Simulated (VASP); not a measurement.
# Rh (Fm-3m) in VASP: single point with LDA

Aim: the single point of Rh with LDA.

Everything below comes from runs of VASP 6.6.1. Logs are shortened: lines on timing, memory, paths and dates and some standing lists are left out, and cuts for length are marked.

## 1. The cell of the first run

Symmetry: Fm-3m, No. 225, cubic system. Conventional cell: a = 3.754 Å, b = 3.754 Å, c = 3.754 Å, α = 90.00°, β = 90.00°, γ = 90.00°. Within 3.5 Å of Rh (site symmetry m-3m) lie 12 Rh at 2.65 Å.

## 2. Single point, LDA

File INCAR:

```
SYSTEM = Rh
  PREC = Accurate
  ENCUT = 520
  EDIFF = 1E-6
  ISMEAR = 0
  SIGMA = 0.1
  LREAL = .False.
  LASPH = .True.
  NELM = 60
  ALGO = Fast
  ISIF = 2
  LWAVE = .False.
  LCHARG = .True.
  GGA = CA
  LELF = .True.
  LVHAR = .True.
  NBANDS = 14
```

File KPOINTS:

```
Automatic mesh
0
Gamma
  48 48 48
  0 0 0
```

File POSCAR:

```
Rh
1.0
    0.0000000000      1.8768644976      1.8768644976
    1.8768644976      0.0000000000      1.8768644976
    1.8768644976      1.8768644976      0.0000000000
Rh
1
Direct
    0.0000000000      0.0000000000      0.0000000000
```

Potentials or basis: VASP PAW LDA potentials, release 64 (Rh_pv).

Command:

```console
$ cat potpaw_LDA.64/Rh_pv/POTCAR > POTCAR
$ mpirun -np 1 vasp_std > vasp.out
```

OUTCAR:

```text
SYSTEM = Rh
   PREC = Accurate
   ENCUT = 520
   EDIFF = 1E-6
   ISMEAR = 0
   LREAL = .False.
   LASPH = .True.
   NELM = 60
   ISIF = 2
   GGA = CA

 ion  position               nearest neighbor table
   1  0.000  0.000  0.000-

  LATTYP: Found a face centered cubic cell.
 ALAT       =     3.7537289952

  Lattice vectors:

 A1 = (   0.0000000000,   1.8768644976,   1.8768644976)
 A2 = (   1.8768644976,   0.0000000000,   1.8768644976)
 A3 = (   1.8768644976,   1.8768644976,   0.0000000000)

Analysis of symmetry for initial positions (statically):
=====================================================================
 Subroutine PRICEL returns:
 Original cell was already a primitive cell.

 Routine SETGRP: Setting up the symmetry group for a
 face centered cubic supercell.

 Subroutine GETGRP returns: Found 48 space group operations
 (whereof 48 operations were pure point group operations)
 out of a pool of 48 trial point group operations.

The static configuration has the point symmetry O_h .

Analysis of symmetry for dynamics (positions and initial velocities):
=====================================================================
 Subroutine PRICEL returns:
 Original cell was already a primitive cell.

 Routine SETGRP: Setting up the symmetry group for a
 face centered cubic supercell.

 Subroutine GETGRP returns: Found 48 space group operations
 (whereof 48 operations were pure point group operations)
 out of a pool of 48 trial point group operations.

The dynamic configuration has the point symmetry O_h .

 Subroutine INISYM returns: Found 48 space group operations
 (whereof 48 operations are pure point group operations),
 and found     1 'primitive' translations

----------------------------------------------------------------------------------------

                                     Primitive cell

  volume of cell :      13.2230

  direct lattice vectors                    reciprocal lattice vectors
     0.000000000  1.876864498  1.876864498    -0.266401757  0.266401757  0.266401757
     1.876864498  0.000000000  1.876864498     0.266401757 -0.266401757  0.266401757
     1.876864498  1.876864498  0.000000000     0.266401757  0.266401757 -0.266401757

  length of vectors
     2.654287227  2.654287227  2.654287227     0.461421379  0.461421379  0.461421379

  position of ions in fractional coordinates (direct lattice)
     0.000000000  0.000000000  0.000000000

  ion indices of the primitive-cell ions
   primitive index   ion index
                 1           1

----------------------------------------------------------------------------------------

 KPOINTS: Automatic mesh

Automatic generation of k-mesh.
 Grid dimensions read from file:
 generate k-points for:   48   48   48

 Generating k-lattice:

  Cartesian coordinates                     Fractional coordinates (reciprocal lattice)
    -0.005550037  0.005550037  0.005550037     0.020833333  0.000000000  0.000000000
     0.005550037 -0.005550037  0.005550037     0.000000000  0.020833333  0.000000000
     0.005550037  0.005550037 -0.005550037     0.000000000  0.000000000  0.020833333

  Length of vectors
     0.009612945  0.009612945  0.009612945

  Shift w.r.t. Gamma in fractional coordinates (k-lattice)
     0.000000000  0.000000000  0.000000000

 Subroutine IBZKPT returns following result:
 ===========================================

 Found   2769 irreducible k-points:

 Following reciprocal coordinates:
            Coordinates               Weight
  0.000000  0.000000  0.000000      1.000000
  0.020833  0.000000  0.000000      8.000000
  0.041667  0.000000  0.000000      8.000000
  0.062500  0.000000  0.000000      8.000000
  0.083333  0.000000  0.000000      8.000000
  0.104167  0.000000  0.000000      8.000000
[... 16 lines left out ...]
  0.458333  0.000000  0.000000      8.000000
  0.479167  0.000000  0.000000      8.000000
 [... further k-points ...]
   k-points           NKPTS =   2769   k-points in BZ     NKDIM =   2769   number of bands    NBANDS=     14
   number of dos      NEDOS =    301   number of ions     NIONS =      1
   total plane-waves  NPLWV =   8000
   dimension x,y,z NGX =    20 NGY =   20 NGZ =   20
   dimension x,y,z NGXF=    40 NGYF=   40 NGZF=   40
   ions per type =               1
   NGX,Y,Z   is equivalent  to a cutoff of  12.53, 12.53, 12.53 a.u.
   NGXF,Y,Z  is equivalent  to a cutoff of  25.05, 25.05, 25.05 a.u.
 SYSTEM =  Rh
   PREC   = accura    normal or accurate (medium, high low for compatibility)
   ISTART =      0    job   : 0-new  1-cont  2-samecut
   ICHARG =      2    charge: 1-file 2-atom 10-const
   ISPIN  =      1    spin polarized calculation?
   LNONCOLLINEAR =      F non collinear calculations
   LSORBIT =      F    spin-orbit coupling
   LASPH  =      T    aspherical Exc in radial PAW
   ENCUT  =  520.0 eV  38.22 Ry    6.18 a.u.   4.94  4.94  4.94*2*pi/ulx,y,z
   NELM   =     60;   NELMIN=  2; NELMDL= -5     # of ELM steps
   EDIFF  = 0.1E-05   stopping-criterion for ELM
   LREAL  =      F    real-space projection
   EDIFFG = 0.1E-04   stopping-criterion for IOM
   NSW    =      0    number of steps for IOM
   IBRION =     -1    ionic relax: 0-MD 1-quasi-New 2-CG
   NFREE  =      0    steps in history (QN), initial steepest desc. (CG)
   ISIF   =      2    stress and relaxation
   ISYM   =      2    0-nonsym 1-usesym 2-fastsym
   POTIM  = 0.5000    time-step for ionic-motion
   TEBEG  =    0.0;   TEEND  =   0.0 temperature during run
   PSTRESS=    0.0 pullay stress
   NELECT =      15.0000    total number of electrons
   NUPDOWN=      -1.0000    fix difference up-down
   EMIN   =  10.00;   EMAX   =-10.00  energy-range for DOS
   EFERMI =   0.00;   METHOD = LEGACY
   ISMEAR =     0;   SIGMA  =   0.10  broadening in eV -4-tet -1-fermi 0-gaus
   EFERMI_NEDOS =   21; number of points for ismear=-14 and -15
   IALGO  =     68    algorithm
   IMIX   =      4    mixing-type and parameters
     AMIX     =   0.40;   BMIX     =  1.00
     AMIX_MAG =   1.60;   BMIX_MAG =  1.00
  volume/ion in A,a.u.               =      13.22        89.23
  Fermi-wavevector in a.u.,A,eV,Ry     =   1.707375  3.226472 39.662758  2.915130
  Thomas-Fermi vector in A             =   2.786239
   LORBIT       =      0    0 simple, 1 ext, 2 COOP (PROOUT), +10 PAW based schemes
   GGA     = CA    functional components
   LHFCALC =     F    Hartree Fock is set to
   AEXX    =    0.0000 exact exchange contribution
   IVDW    =     0    specifies the selected vdW correction
   LEPSILON=     F    determine dielectric tensor
   LRPA    =     F    only Hartree local field effects (RPA)
 non-spin polarized calculation
 RMM-DIIS sequential band-by-band and
 Gauss-broadening in eV      SIGMA  =   0.10
  energy-cutoff  :      520.00
  volume of cell :       13.22
 maximum number of plane-waves:       368
   NGX =  9   NGY =  9   NGZ =  9

 number of electron      15.0000002 magnetization

 Free energy of the ion-electron system (eV)
  ---------------------------------------------------
  ext. energy  EPLUGINS =         0.00000000
  ---------------------------------------------------
  free energy    TOTEN  =        -8.68685927 eV

  energy without entropy =       -8.68095781  energy(sigma->0) =       -8.68390854

 E-fermi :  12.4450     XC(G=0): -14.6017

 val. band max:       12.4449137631   @ k =   0.4167   0.0833   0.0417
 cond. band min:      12.4454711140   @ k =   0.3125   0.2708   0.0000
 fundamental gap:      0.0005573509
 Fermi energy:        12.4450299695

 k-point     1 :       0.0000    0.0000    0.0000
  band No.  band energies     occupation
      1     -33.7880      2.00000
      2     -33.7880      2.00000
      3     -33.7880      2.00000
      4       4.1274      2.00000
      5       9.1423      2.00000
      6       9.1423      2.00000
      7       9.1423      2.00000
      8      11.4022      2.00000
      9      11.4022      2.00000
     10      28.3558      0.00000
     11      32.6810      0.00000
     12      33.9868      0.00000
     13      33.9868      0.00000
     14      33.9868      0.00000

 k-point     2 :       0.0208    0.0000    0.0000
  band No.  band energies     occupation
      1     -33.7918      2.00000
      2     -33.7885      2.00000
      3     -33.7885      2.00000
      4       4.1458      2.00000
      5       9.1336      2.00000
      6       9.1498      2.00000
      7       9.1498      2.00000
      8      11.3977      2.00000
      9      11.3977      2.00000
     10      28.3841      0.00000
     11      32.6809      0.00000
     12      33.8780      0.00000
     13      34.0145      0.00000
     14      34.0145      0.00000

 k-point     3 :       0.0417    0.0000    0.0000
  band No.  band energies     occupation
      1     -33.8031      2.00000
      2     -33.7900      2.00000
      3     -33.7900      2.00000
      4       4.2008      2.00000
      5       9.1081      2.00000
      6       9.1720      2.00000
      7       9.1720      2.00000
      8      11.3846      2.00000
      9      11.3846      2.00000
     10      28.4679      0.00000
     11      32.6806      0.00000
     12      33.5774      0.00000
     13      34.0975      0.00000
     14      34.0975      0.00000
[... 324 lines left out ...]
 k-point    23 :       0.4583    0.0000    0.0000
  band No.  band energies     occupation
      1     -34.6269      2.00000
      2     -33.9031      2.00000
      3     -33.9031      2.00000
      4       5.9596      2.00000
      5       9.0880      2.00000
      6       9.0880      2.00000
      7      12.8248      0.00000
      8      13.0028      0.00000
      9      13.0028      0.00000
     10      21.7837      0.00000
     11      27.9764      0.00000
     12      32.6824      0.00000
     13      34.1120      0.00000
     14      34.1120      0.00000

 k-point    24 :       0.4792    0.0000    0.0000
  band No.  band energies     occupation
      1     -34.6374      2.00000
      2     -33.9046      2.00000
      3     -33.9046      2.00000
      4       5.9457      2.00000
      5       9.0730      2.00000
      6       9.0730      2.00000
      7      13.0295      0.00000
      8      13.0522      0.00000
      9      13.0522      0.00000
     10      21.5314      0.00000
     11      27.9110      0.00000
     12      32.6825      0.00000
     13      33.9856      0.00000
     14      33.9856      0.00000

 [... further k-points ...]
[... 5 lines left out ...]
  --------------------------------------------------------------------------------------
  -------------------------------------------------------------------------------------
  Total        0.0793832      0.0793832      0.0793832     -0.0000000      0.0000000     -0.0000000
  in kB        9.6185656      9.6185656      9.6185656     -0.0000000      0.0000000     -0.0000000
  external PRESSURE =       9.6185656 kB  Pullay stress =       0.0000000 kB

 VOLUME and BASIS-vectors are now :
 -----------------------------------------------------------------------------
  energy-cutoff  :      520.00
  volume of cell :       13.22
      direct lattice vectors                 reciprocal lattice vectors
     0.000000000  1.876864498  1.876864498    -0.266401757  0.266401757  0.266401757
     1.876864498  0.000000000  1.876864498     0.266401757 -0.266401757  0.266401757
     1.876864498  1.876864498  0.000000000     0.266401757  0.266401757 -0.266401757

 POSITION                                       TOTAL-FORCE (eV/Angst)
 -----------------------------------------------------------------------------------
      0.00000      0.00000      0.00000        -0.000000     -0.000000     -0.000000
 -----------------------------------------------------------------------------------
    total drift:                                0.000000      0.000000      0.000000

  FREE ENERGIE OF THE ION-ELECTRON SYSTEM (eV)
  ---------------------------------------------------
  free  energy   TOTEN  =        -8.6868592698 eV

  energy  without entropy=       -8.6809578067  energy(sigma->0) =       -8.68390854
```

Wall time 2.5 min (1 thread of Intel Xeon 6975P-C (Granite Rapids), shared host); peak memory 0.53 GiB.

Results:

- Free energy: -8.6869 eV
- Pressure: 1.0 GPa
- Band gap on the k mesh: zero (an odd number of electrons rules out a gap without spin polarisation)
